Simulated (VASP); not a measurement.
# ZrB (Fm-3m) in VASP: single point with PBE+D3(BJ)

Aim: the single point of ZrB with PBE+D3(BJ).

Program: VASP 6.6.1. These are calculated values, not measurements. Logs are shortened: lines on timing, memory, paths and dates and some standing lists are left out, and cuts for length are marked.

### Step 1. The cell of the first run

It takes space group Fm-3m (No. 225, cubic). Conventional cell: a = 4.913 Å, b = 4.913 Å, c = 4.913 Å, α = 90.00°, β = 90.00°, γ = 90.00°. Within 3.2 Å of Zr (site symmetry m-3m) lie 6 B at 2.46 Å. B (site symmetry m-3m) has 6 Zr at 2.46 Å within 3.2 Å.

### Step 2. Single point, PBE+D3(BJ), collinear spin, zero start

File INCAR:

```
  PREC = Accurate
  ENCUT = 520
  EDIFF = 1E-6
  ISMEAR = -1
  SIGMA = 0.1
  LREAL = False
  LASPH = True
  NELM = 150
  ALGO = Normal
  ISIF = 2
  LWAVE = False
  LCHARG = False
  ISPIN = 2
  MAGMOM = 0 0
  LORBIT = 11
  LMAXMIX = 4
  GGA = PE
  IVDW = 12
  NBANDS = 18
```

File KPOINTS:

```
regular mesh
0
Gamma
  9 9 9
```

File POSCAR:

```
ZrB
1.0
    0.0000000000      2.4563210000      2.4563210000
    2.4563210000      0.0000000000      2.4563210000
    2.4563210000      2.4563210000      0.0000000000
Zr B
1 1
Direct
    0.5000000000      0.5000000000      0.5000000000
    0.0000000000      0.0000000000      0.0000000000
```

Potentials or basis: VASP PAW PBE potentials, release 64 (Zr_sv, B).

On the command line:

```
cat potpaw_PBE.64/Zr_sv/POTCAR potpaw_PBE.64/B/POTCAR > POTCAR
mpirun -np 1 vasp_std > vasp.out
```

OUTCAR:

```text
PREC = Accurate
   ENCUT = 520
   EDIFF = 1E-6
   ISMEAR = -1
   LREAL = False
   LASPH = True
   NELM = 150
   ISIF = 2
   ISPIN = 2
   LORBIT = 11
   GGA = PE
   IVDW = 12
 IVDW          = 12

 ion  position               nearest neighbor table
   1  0.500  0.500  0.500-   2 2.46   2 2.46   2 2.46   2 2.46   2 2.46   2 2.46
   2  0.000  0.000  0.000-   1 2.46   1 2.46   1 2.46   1 2.46   1 2.46   1 2.46

  LATTYP: Found a face centered cubic cell.
 ALAT       =     4.9126420000

  Lattice vectors:

 A1 = (   0.0000000000,   2.4563210000,   2.4563210000)
 A2 = (   2.4563210000,   0.0000000000,   2.4563210000)
 A3 = (   2.4563210000,   2.4563210000,   0.0000000000)

Analysis of symmetry for initial positions (statically):
=====================================================================
 Subroutine PRICEL returns:
 Original cell was already a primitive cell.

 Routine SETGRP: Setting up the symmetry group for a
 face centered cubic supercell.

 Subroutine GETGRP returns: Found 48 space group operations
 (whereof 48 operations were pure point group operations)
 out of a pool of 48 trial point group operations.

The static configuration has the point symmetry O_h .

Analysis of symmetry for dynamics (positions and initial velocities):
=====================================================================
 Subroutine PRICEL returns:
 Original cell was already a primitive cell.

 Routine SETGRP: Setting up the symmetry group for a
 face centered cubic supercell.

 Subroutine GETGRP returns: Found 48 space group operations
 (whereof 48 operations were pure point group operations)
 out of a pool of 48 trial point group operations.

The dynamic configuration has the point symmetry O_h .

Analysis of structural, dynamic, and magnetic symmetry:
=====================================================================
 Subroutine PRICEL returns:
 Original cell was already a primitive cell.

 Routine SETGRP: Setting up the symmetry group for a
 face centered cubic supercell.

 Subroutine GETGRP returns: Found 48 space group operations
 (whereof 48 operations were pure point group operations)
 out of a pool of 48 trial point group operations.

The overall configuration has the point symmetry O_h .

 Subroutine INISYM returns: Found 48 space group operations
 (whereof 48 operations are pure point group operations),
 and found     1 'primitive' translations

----------------------------------------------------------------------------------------

                                     Primitive cell

  volume of cell :      29.6405

  direct lattice vectors                    reciprocal lattice vectors
     0.000000000  2.456321000  2.456321000    -0.203556457  0.203556457  0.203556457
     2.456321000  0.000000000  2.456321000     0.203556457 -0.203556457  0.203556457
     2.456321000  2.456321000  0.000000000     0.203556457  0.203556457 -0.203556457

  length of vectors
     3.473762472  3.473762472  3.473762472     0.352570126  0.352570126  0.352570126

  position of ions in fractional coordinates (direct lattice)
     0.500000000  0.500000000  0.500000000
     0.000000000  0.000000000  0.000000000

  ion indices of the primitive-cell ions
   primitive index   ion index
                 1           1
                 2           2

----------------------------------------------------------------------------------------

 KPOINTS: regular mesh

Automatic generation of k-mesh.
 Grid dimensions read from file:
 generate k-points for:    9    9    9

 Generating k-lattice:

  Cartesian coordinates                     Fractional coordinates (reciprocal lattice)
    -0.022617384  0.022617384  0.022617384     0.111111111  0.000000000  0.000000000
     0.022617384 -0.022617384  0.022617384     0.000000000  0.111111111  0.000000000
     0.022617384  0.022617384 -0.022617384     0.000000000  0.000000000  0.111111111

  Length of vectors
     0.039174458  0.039174458  0.039174458

  Shift w.r.t. Gamma in fractional coordinates (k-lattice)
     0.000000000  0.000000000  0.000000000

 Subroutine IBZKPT returns following result:
 ===========================================

 Found     35 irreducible k-points:

 Following reciprocal coordinates:
            Coordinates               Weight
  0.000000  0.000000  0.000000      1.000000
  0.111111  0.000000  0.000000      8.000000
  0.222222  0.000000  0.000000      8.000000
  0.333333  0.000000  0.000000      8.000000
  0.444444  0.000000  0.000000      8.000000
  0.111111  0.111111  0.000000      6.000000
[... 16 lines left out ...]
 -0.333333  0.333333  0.000000     12.000000
  0.444444  0.444444  0.000000      6.000000
 [... further k-points ...]
   k-points           NKPTS =     35   k-points in BZ     NKDIM =     35   number of bands    NBANDS=     18
   number of dos      NEDOS =    301   number of ions     NIONS =      2
   total plane-waves  NPLWV =  21952
   dimension x,y,z NGX =    28 NGY =   28 NGZ =   28
   dimension x,y,z NGXF=    56 NGYF=   56 NGZF=   56
   ions per type =               1   1
   NGX,Y,Z   is equivalent  to a cutoff of  13.40, 13.40, 13.40 a.u.
   NGXF,Y,Z  is equivalent  to a cutoff of  26.80, 26.80, 26.80 a.u.
 SYSTEM =  unknown system
   PREC   = accura    normal or accurate (medium, high low for compatibility)
   ISTART =      0    job   : 0-new  1-cont  2-samecut
   ICHARG =      2    charge: 1-file 2-atom 10-const
   ISPIN  =      2    spin polarized calculation?
   LNONCOLLINEAR =      F non collinear calculations
   LSORBIT =      F    spin-orbit coupling
   LASPH  =      T    aspherical Exc in radial PAW
   ENCUT  =  520.0 eV  38.22 Ry    6.18 a.u.   6.46  6.46  6.46*2*pi/ulx,y,z
   NELM   =    150;   NELMIN=  2; NELMDL= -5     # of ELM steps
   EDIFF  = 0.1E-05   stopping-criterion for ELM
   LREAL  =      F    real-space projection
   EDIFFG = 0.1E-04   stopping-criterion for IOM
   NSW    =      0    number of steps for IOM
   IBRION =     -1    ionic relax: 0-MD 1-quasi-New 2-CG
   NFREE  =      0    steps in history (QN), initial steepest desc. (CG)
   ISIF   =      2    stress and relaxation
   ISYM   =      2    0-nonsym 1-usesym 2-fastsym
   POTIM  = 0.5000    time-step for ionic-motion
   TEBEG  =    0.0;   TEEND  =   0.0 temperature during run
   PSTRESS=    0.0 pullay stress
   NELECT =      15.0000    total number of electrons
   NUPDOWN=      -1.0000    fix difference up-down
   EMIN   =  10.00;   EMAX   =-10.00  energy-range for DOS
   EFERMI =   0.00;   METHOD = LEGACY
   ISMEAR =    -1;   SIGMA  =   0.10  broadening in eV -4-tet -1-fermi 0-gaus
   EFERMI_NEDOS =   21; number of points for ismear=-14 and -15
   IALGO  =     38    algorithm
   IMIX   =      4    mixing-type and parameters
     AMIX     =   0.40;   BMIX     =  1.00
     AMIX_MAG =   1.60;   BMIX_MAG =  1.00
  volume/ion in A,a.u.               =      14.82       100.01
  Fermi-wavevector in a.u.,A,eV,Ry     =   1.304598  2.465333 23.156798  1.701977
  Thomas-Fermi vector in A             =   2.435523
   LORBIT       =     11    0 simple, 1 ext, 2 COOP (PROOUT), +10 PAW based schemes
   GGA     = PE    functional components
   LHFCALC =     F    Hartree Fock is set to
   AEXX    =    0.0000 exact exchange contribution
   IVDW    =    12    specifies the selected vdW correction
   LEPSILON=     F    determine dielectric tensor
   LRPA    =     F    only Hartree local field effects (RPA)
 spin polarized calculation
  energy-cutoff  :      520.00
  volume of cell :       29.64
 maximum number of plane-waves:       821
 NGX is ok and might be reduce to    28
   NGX = 13   NGY = 13   NGZ = 13

 number of electron      15.0000000 magnetization       0.0000055

 number of electron      15.0000000 magnetization      -0.0000000

 Free energy of the ion-electron system (eV)
  ---------------------------------------------------
  ext. energy  EPLUGINS =         0.00000000
  ---------------------------------------------------
  free energy    TOTEN  =       -16.02469834 eV

  energy without entropy =      -15.98665948  energy(sigma->0) =      -16.00567891

 E-fermi :   7.4114     XC(G=0): -11.4516

 val. band max:        7.3420003210   @ k =   0.3333   0.1111   0.0000
 cond. band min:       7.4654720841   @ k =   0.4444   0.2222   0.0000
 fundamental gap:      0.1234717632
 Fermi energy:         7.4113965987

 spin component 1

 k-point     1 :       0.0000    0.0000    0.0000
  band No.  band energies     occupation
      1     -40.1056      1.00000
      2     -17.9330      1.00000
      3     -17.9330      1.00000
      4     -17.9330      1.00000
      5      -0.6249      1.00000
      6       9.1412      0.00000
[... 10 lines left out ...]
     17      28.1377      0.00000
     18      28.1377      0.00000
[... 463 lines left out ...]
 k-point    24 :       0.4444    0.4444    0.0000
  band No.  band energies     occupation
      1     -40.0327      1.00000
      2     -18.3953      1.00000
      3     -18.1132      1.00000
      4     -18.1132      1.00000
      5       1.3307      1.00000
      6       6.4162      0.99995
[... 10 lines left out ...]
     17      24.9746      0.00000
     18      24.9746      0.00000

 [... further k-points ...]

 spin component 2

 k-point     1 :       0.0000    0.0000    0.0000
  band No.  band energies     occupation
      1     -40.1056      1.00000
      2     -17.9330      1.00000
      3     -17.9330      1.00000
      4     -17.9330      1.00000
      5      -0.6249      1.00000
      6       9.1412      0.00000
[... 10 lines left out ...]
     17      28.1377      0.00000
     18      28.1377      0.00000
[... 463 lines left out ...]
 k-point    24 :       0.4444    0.4444    0.0000
  band No.  band energies     occupation
      1     -40.0327      1.00000
      2     -18.3953      1.00000
      3     -18.1132      1.00000
      4     -18.1132      1.00000
      5       1.3307      1.00000
      6       6.4162      0.99995
[... 10 lines left out ...]
     17      24.9746      0.00000
     18      24.9746      0.00000

 [... further k-points ...]

------------------------ aborting loop because EDIFF is reached ----------------------------------------

 Edisp (eV)   -0.75916

 E8    (eV) :    -0.3541

  FORCE on cell =-STRESS in cart. coord.  units (eV):
  Direction    XX          YY          ZZ          XY          YZ          ZX
  --------------------------------------------------------------------------------------
  -------------------------------------------------------------------------------------
  Total      -0.90720    -0.90720    -0.90720     0.00000     0.00000     0.00000
  in kB     -49.03740   -49.03740   -49.03740     0.00000     0.00000     0.00000
  external pressure =      -49.04 kB  Pullay stress =        0.00 kB

 VOLUME and BASIS-vectors are now :
 -----------------------------------------------------------------------------
  energy-cutoff  :      520.00
  volume of cell :       29.64
      direct lattice vectors                 reciprocal lattice vectors
     0.000000000  2.456321000  2.456321000    -0.203556457  0.203556457  0.203556457
     2.456321000  0.000000000  2.456321000     0.203556457 -0.203556457  0.203556457
     2.456321000  2.456321000  0.000000000     0.203556457  0.203556457 -0.203556457

 POSITION                                       TOTAL-FORCE (eV/Angst)
 -----------------------------------------------------------------------------------
      2.45632      2.45632      2.45632         0.000000      0.000000     -0.000000
      0.00000      0.00000      0.00000        -0.000000     -0.000000      0.000000
 -----------------------------------------------------------------------------------
    total drift:                                0.000000      0.000000      0.000000

  FREE ENERGIE OF THE ION-ELECTRON SYSTEM (eV)
  ---------------------------------------------------
  free  energy   TOTEN  =       -16.7838626418 eV

  energy  without entropy=      -16.7458237757  energy(sigma->0) =      -16.76484321

 total charge

# of ion       s       p       d       tot
------------------------------------------
    1        2.178   6.012   1.627   9.817
    2        0.766   1.009   0.000   1.775
--------------------------------------------------
tot          2.944   7.021   1.627  11.592

 magnetization (x)

# of ion       s       p       d       tot
------------------------------------------
    1        0.000   0.000   0.000   0.000
    2        0.000  -0.000   0.000   0.000
--------------------------------------------------
tot          0.000   0.000   0.000   0.000
```

Wall time 66 s (1 thread of Intel Xeon 8259CL, shared host); peak memory 0.2 GiB.

What came out:

```yaml
Free_energy: -16.7839 eV
Pressure: -4.9 GPa
Net_moment: 0.00 μB per cell
Valence_electrons_inside_the_program's_atomic_spheres: Zr 9.82; B 1.77
Dispersion_energy_per_atom: -0.380 eV
```

Levels at points of the mesh, in eV from the Fermi level:
Spin up:
```tsv
k point	band 4	band 5	band 6	band 7	band 8	band 9	band 10	band 11	band 12	band 13
(0.00, 0.00, 0.00)	-25.34	-8.04	1.73	1.73	1.73	3.11	3.11	3.40	3.40	3.40
```
Spin down:
```
           k point  band 5  band 6  band 7  band 8  band 9  band 10  band 11  band 12
(0.00, 0.00, 0.00)   -8.04    1.73    1.73    1.73    3.11     3.11     3.40     3.40
```

Caveat: three body term missing; pairwise dispersion overbinds metals, which lowers pressure and volume.
